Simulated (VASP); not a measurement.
# CdS (Hawleyite) (F-43m) in VASP: a series of runs

Aim: see how the results for CdS (Hawleyite) move with the level of theory and the settings. Levels: revPBE+D3(BJ), RPBE+D3(BJ), PBEsol+D3(BJ), PBE, PBEsol+D4. Tasks: single point.

All numbers are computed with VASP 6.6.1; they aren't measurements. Logs are shortened: lines on timing, memory, paths and dates and some standing lists are left out, and cuts for length are marked.

### Step 1. The cell of the first run

Symmetry: F-43m, No. 216, cubic system. The conventional cell has a = 5.794 Å, b = 5.794 Å, c = 5.794 Å, α = 90.00°, β = 90.00°, γ = 90.00°. Within 3.3 Å of Cd (site symmetry -43m) lie 4 S at 2.51 Å. S (site symmetry -43m) has 4 Cd at 2.51 Å within 3.3 Å.

### Step 2. Single point, revPBE+D3(BJ)

The input, INCAR:

```
SYSTEM = CdS
ALGO     = Normal         ! electronic algorithm
EDIFF    = 1E-6           ! SCF threshold, eV
ENCUT    = 520            ! plane-wave cutoff, eV
GGA      = RE             ! functional
ISIF     = 2              ! what is computed and relaxed
ISMEAR   = -1             ! smearing method
IVDW     = 12             ! dispersion correction
LASPH    = .TRUE.         ! aspherical terms in the spheres
LCHARG   = .FALSE.        ! write CHGCAR
LREAL    = .FALSE.        ! projectors in reciprocal space
LWAVE    = .FALSE.        ! write WAVECAR
NBANDS   = 16             ! bands
NELM     = 80             ! most SCF steps
PREC     = Accurate       ! precision mode
SIGMA    = 0.05           ! smearing width, eV
```

The input, KPOINTS:

```
k-points
0
G
  8 8 8
  0 0 0
```

The input, POSCAR:

```
CdS
1.0
    0.0000000000      2.8969255847      2.8969255847
    2.8969255847      0.0000000000      2.8969255847
    2.8969255847      2.8969255847      0.0000000000
Cd S
1 1
Direct
    0.0000000000      0.0000000000      0.0000000000
    0.7500000000      0.7500000000      0.7500000000
```

Potentials or basis: VASP PAW PBE potentials, release 64 (Cd, S).

Command:

```sh
$ cat potpaw_PBE.64/Cd/POTCAR potpaw_PBE.64/S/POTCAR > POTCAR
$ mpirun -np 1 vasp_std > vasp.out
```

OUTCAR:

```text
SYSTEM = CdS
   EDIFF = 1E-6
   ENCUT = 520
   GGA = RE
   ISIF = 2
   ISMEAR = -1
   IVDW = 12
   LASPH = .TRUE.
   LREAL = .FALSE.
   NELM = 80
   PREC = Accurate
 IVDW          = 12

 ion  position               nearest neighbor table
   1  0.000  0.000  0.000-   2 2.51   2 2.51   2 2.51   2 2.51
   2  0.750  0.750  0.750-   1 2.51   1 2.51   1 2.51   1 2.51

  LATTYP: Found a face centered cubic cell.
 ALAT       =     5.7938511694

  Lattice vectors:

 A1 = (   0.0000000000,   2.8969255847,   2.8969255847)
 A2 = (   2.8969255847,   0.0000000000,   2.8969255847)
 A3 = (   2.8969255847,   2.8969255847,   0.0000000000)

Analysis of symmetry for initial positions (statically):
=====================================================================
 Subroutine PRICEL returns:
 Original cell was already a primitive cell.

 Routine SETGRP: Setting up the symmetry group for a
 face centered cubic supercell.

 Subroutine GETGRP returns: Found 24 space group operations
 (whereof 24 operations were pure point group operations)
 out of a pool of 48 trial point group operations.

The static configuration has the point symmetry T_d .

Analysis of symmetry for dynamics (positions and initial velocities):
=====================================================================
 Subroutine PRICEL returns:
 Original cell was already a primitive cell.

 Routine SETGRP: Setting up the symmetry group for a
 face centered cubic supercell.

 Subroutine GETGRP returns: Found 24 space group operations
 (whereof 24 operations were pure point group operations)
 out of a pool of 48 trial point group operations.

The dynamic configuration has the point symmetry T_d .

 Subroutine INISYM returns: Found 24 space group operations
 (whereof 24 operations are pure point group operations),
 and found     1 'primitive' translations

----------------------------------------------------------------------------------------

                                     Primitive cell

  volume of cell :      48.6230

  direct lattice vectors                    reciprocal lattice vectors
     0.000000000  2.896925585  2.896925585    -0.172596770  0.172596770  0.172596770
     2.896925585  0.000000000  2.896925585     0.172596770 -0.172596770  0.172596770
     2.896925585  2.896925585  0.000000000     0.172596770  0.172596770 -0.172596770

  length of vectors
[... 80 lines left out ...]
   ENCUT  =  520.0 eV  38.22 Ry    6.18 a.u.   7.62  7.62  7.62*2*pi/ulx,y,z
   NELM   =     80;   NELMIN=  2; NELMDL= -5     # of ELM steps
   EDIFF  = 0.1E-05   stopping-criterion for ELM
   LREAL  =      F    real-space projection
   EDIFFG = 0.1E-04   stopping-criterion for IOM
   NSW    =      0    number of steps for IOM
   IBRION =     -1    ionic relax: 0-MD 1-quasi-New 2-CG
   NFREE  =      0    steps in history (QN), initial steepest desc. (CG)
   ISIF   =      2    stress and relaxation
   ISYM   =      2    0-nonsym 1-usesym 2-fastsym
   POTIM  = 0.5000    time-step for ionic-motion
   TEBEG  =    0.0;   TEEND  =   0.0 temperature during run
   PSTRESS=    0.0 pullay stress
   NELECT =      18.0000    total number of electrons
   NUPDOWN=      -1.0000    fix difference up-down
   EMIN   =  10.00;   EMAX   =-10.00  energy-range for DOS
   EFERMI =   0.00;   METHOD = LEGACY
   ISMEAR =    -1;   SIGMA  =   0.05  broadening in eV -4-tet -1-fermi 0-gaus
   EFERMI_NEDOS =   21; number of points for ismear=-14 and -15
   IALGO  =     38    algorithm
   IMIX   =      4    mixing-type and parameters
     AMIX     =   0.40;   BMIX     =  1.00
     AMIX_MAG =   1.60;   BMIX_MAG =  1.00
  volume/ion in A,a.u.               =      24.31       164.06
  Fermi-wavevector in a.u.,A,eV,Ry     =   1.175488  2.221351 18.800161  1.381773
  Thomas-Fermi vector in A             =   2.311868
   LORBIT       =      0    0 simple, 1 ext, 2 COOP (PROOUT), +10 PAW based schemes
   GGA     = RE    functional components
   LHFCALC =     F    Hartree Fock is set to
   AEXX    =    0.0000 exact exchange contribution
   IVDW    =    12    specifies the selected vdW correction
   LEPSILON=     F    determine dielectric tensor
   LRPA    =     F    only Hartree local field effects (RPA)
 non-spin polarized calculation
  energy-cutoff  :      520.00
  volume of cell :       48.62
 maximum number of plane-waves:      1363
   NGX = 15   NGY = 15   NGZ = 15

 number of electron      18.0000008 magnetization

 Free energy of the ion-electron system (eV)
  ---------------------------------------------------
  ext. energy  EPLUGINS =         0.00000000
  ---------------------------------------------------
  free energy    TOTEN  =        -5.49764852 eV

  energy without entropy =       -5.49764850  energy(sigma->0) =       -5.49764851

 E-fermi :   2.2800     XC(G=0):  -9.0650

 val. band max:        1.5770056815   @ k =   0.0000   0.0000   0.0000
 cond. band min:       2.9064332729   @ k =   0.0000   0.0000   0.0000
 fundamental gap:      1.3294275914
 Fermi energy:         2.2799729240

 k-point     1 :       0.0000    0.0000    0.0000
  band No.  band energies     occupation
      1     -10.9016      2.00000
      2      -6.2259      2.00000
      3      -6.2259      2.00000
      4      -6.2259      2.00000
      5      -5.7199      2.00000
      6      -5.7199      2.00000
[... 433 lines left out ...]
      3      -6.0135      2.00000
      4      -5.7465      2.00000
      5      -5.6915      2.00000
      6      -5.1993      2.00000
[... 8 lines left out ...]
     15      14.0123      0.00000
     16      14.8351      0.00000

 [... further k-points ...]

------------------------ aborting loop because EDIFF is reached ----------------------------------------

 Edisp (eV)   -1.20987

 E8    (eV) :    -0.8204

  FORCE on cell =-STRESS in cart. coord.  units (eV):
  Direction    XX          YY          ZZ          XY          YZ          ZX
  --------------------------------------------------------------------------------------
  -------------------------------------------------------------------------------------
  Total       0.51338     0.51338     0.51338     0.00000     0.00000     0.00000
  in kB      16.91651    16.91651    16.91651     0.00000     0.00000     0.00000
  external pressure =       16.92 kB  Pullay stress =        0.00 kB

 VOLUME and BASIS-vectors are now :
 -----------------------------------------------------------------------------
  energy-cutoff  :      520.00
  volume of cell :       48.62
      direct lattice vectors                 reciprocal lattice vectors
     0.000000000  2.896925585  2.896925585    -0.172596770  0.172596770  0.172596770
     2.896925585  0.000000000  2.896925585     0.172596770 -0.172596770  0.172596770
     2.896925585  2.896925585  0.000000000     0.172596770  0.172596770 -0.172596770

 POSITION                                       TOTAL-FORCE (eV/Angst)
 -----------------------------------------------------------------------------------
      0.00000      0.00000      0.00000        -0.000000      0.000000     -0.000000
      4.34539      4.34539      4.34539         0.000000     -0.000000      0.000000
 -----------------------------------------------------------------------------------
    total drift:                                0.000001      0.000001      0.000001

  FREE ENERGIE OF THE ION-ELECTRON SYSTEM (eV)
  ---------------------------------------------------
  free  energy   TOTEN  =        -6.7075141106 eV

  energy  without entropy=       -6.7075140897  energy(sigma->0) =       -6.70751410
```

stdout:

```text
POSCAR found type information on POSCAR CdS
 POSCAR found :  2 types and       2 ions
 scaLAPACK will be used
 -----------------------------------------------------------------------------
|                                                                             |
|                                                                             |
|     You enforced a specific xc type in the INCAR file but a different       |
|     I HOPE YOU KNOW WHAT YOU ARE DOING!                                     |
|                                                                             |
 -----------------------------------------------------------------------------

 LDA part: xc-table for (Slater+PW92), standard interpolation
 POSCAR, INCAR and KPOINTS ok, starting setup
 FFT: planning ... GRIDC
 FFT: planning ... GRID_SOFT
 FFT: planning ... GRID
 WAVECAR not read
 entering main loop
```

Wall time 46 s (1 thread of Intel Xeon 6975P-C, shared host); peak memory 0.19 GiB.

What came out:

| Item | Value |
| --- | --- |
| Free energy | -6.7075 eV |
| Pressure | 1.7 GPa |
| Band gap on the k mesh | 1.33 eV, direct |
| Dispersion energy per atom | -0.605 eV |

Levels at points of the mesh, in eV from the valence-band top:
```csv
k point,band 5,band 6,band 7,band 8,band 9,band 10,band 11,band 12,band 13,band 14
"(0.00, 0.00, 0.00)",-7.30,-7.30,0.00,0.00,0.00,1.33,6.60,6.60,6.60,11.50
"(0.50, 0.00, 0.00)",-7.26,-6.90,-4.48,-0.78,-0.78,3.15,7.07,7.07,7.69,11.35
"(0.50, 0.50, 0.00)",-7.20,-6.83,-4.01,-1.94,-1.94,3.65,4.45,9.48,11.00,11.00
```

Caveat: the PAW data sets were made with another functional, which shifts forces and pressure a little.

(Part 1 of 2 ends here.)
